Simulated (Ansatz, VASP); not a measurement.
## One calculation of Nb3Sn, two programs

```
Nb Sn
1.0
     4.22442    0.00000    0.00000
     0.00000    4.22442    0.00000
     0.00000    0.00000    4.22442
Nb Sn
3 1
Direct
  0.00000 0.50000 0.50000
  0.50000 0.00000 0.50000
  0.50000 0.50000 0.00000
  0.00000 0.00000 0.00000
```

Alike in both runs: functional PBE; k mesh 12 × 12 × 12; occupations gaussian, width 0.1 eV; no spin polarisation.

Ansatz relaxed the structure, and its values are those at the end. VASP's run is a single point on that final structure, the one shown.

|  | VASP | Ansatz |
| --- | --- | --- |
| version | VASP 6.6.1 | Ansatz 0.2.0 |
| potentials or method | VASP PAW PBE potentials, release 64 (Nb_sv, Sn_d), cutoff 520 eV | scalar-relativistic, plane waves, PAW |
| valence electrons in the cell | 53 | 53 |

```tsv
	VASP	Ansatz	Ansatz less VASP
gap on the k mesh at the Fermi level (eV)	none	none	-
pressure (GPa)	-0.2	0.0	+0.23
```

A gap of «none» marks a metal or a gap that the smearing closes. The functional is the same, so the differences come from potentials, cutoffs and numerics.
